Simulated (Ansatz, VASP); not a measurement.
This is a calculation of GaAs for Ansatz 0.2.0.

File input.yaml:

```yaml
crystal:
  lattice:
    - [0.0, 2.82685, 2.82685]
    - [2.82685, 0.0, 2.82685]
    - [2.82685, 2.82685, 0.0]
  atoms:
    - { symbol: As, position: [0.75, 0.75, 0.75] }
    - { symbol: Ga, position: [0.0, 0.0, 0.0] }
kpoints:
  mp_grid: { grid: [8, 8, 8] }
scf:
  occupations: { method: gaussian, width: 0.02 }
hamiltonian:
  xc: pbe
  pseudopotentials: { kind: all_electron, lapw: { basis_error: 0.001 } }
output:
  forces: true
  stress: true
  eigenvalues: true
```

Potentials or basis: all-electron LAPW, scalar-relativistic.

Run with:

```bash
$ ansatz run input.yaml --threads 1 --pin off --max-ram 3072MiB --backend cpu --events-out ev --progress --plain --runs-dir out
```

**Question.** Set up the same calculation for VASP 6.6.1. Potentials there: VASP PAW PBE potentials, release 64 (As, Ga_d).

**Answer.** As run (the cutoff follows the program's own potentials):

The input INCAR:

```
  PREC = Accurate
  ENCUT = 520
  EDIFF = 1E-6
  ISMEAR = 0
  SIGMA = 0.02
  LREAL = False
  LASPH = True
  NELM = 60
  ALGO = Normal
  ISIF = 2
  LWAVE = False
  LCHARG = True
  GGA = PE
  LELF = True
  LVHAR = True
  NBANDS = 16
```

KPOINTS

```
regular mesh
0
Gamma
  8 8 8
```

The input POSCAR:

```
GaAs
1.0
    0.0000000000      2.8268500000      2.8268500000
    2.8268500000      0.0000000000      2.8268500000
    2.8268500000      2.8268500000      0.0000000000
As Ga
1 1
Direct
    0.7500000000      0.7500000000      0.7500000000
    0.0000000000      0.0000000000      0.0000000000
```

Potentials or basis: VASP PAW PBE potentials, release 64 (As, Ga_d).

Run with:

```bash
$ cat potpaw_PBE.64/As/POTCAR potpaw_PBE.64/Ga_d/POTCAR > POTCAR
$ mpirun -np 1 vasp_std > vasp.out
```

Both were run:

|  | VASP | Ansatz | Ansatz less VASP |
| --- | --- | --- | --- |
| gap on the k mesh at the Fermi level (eV) | 0.52 | 0.52 | +0.001 |
| least direct gap on the mesh (eV) | 0.52 | 0.52 | +0.001 |
| pressure (GPa) | 3.4 | 3.3 | -0.17 |

Ansatz ran all-electron here, and VASP with PAW potentials.
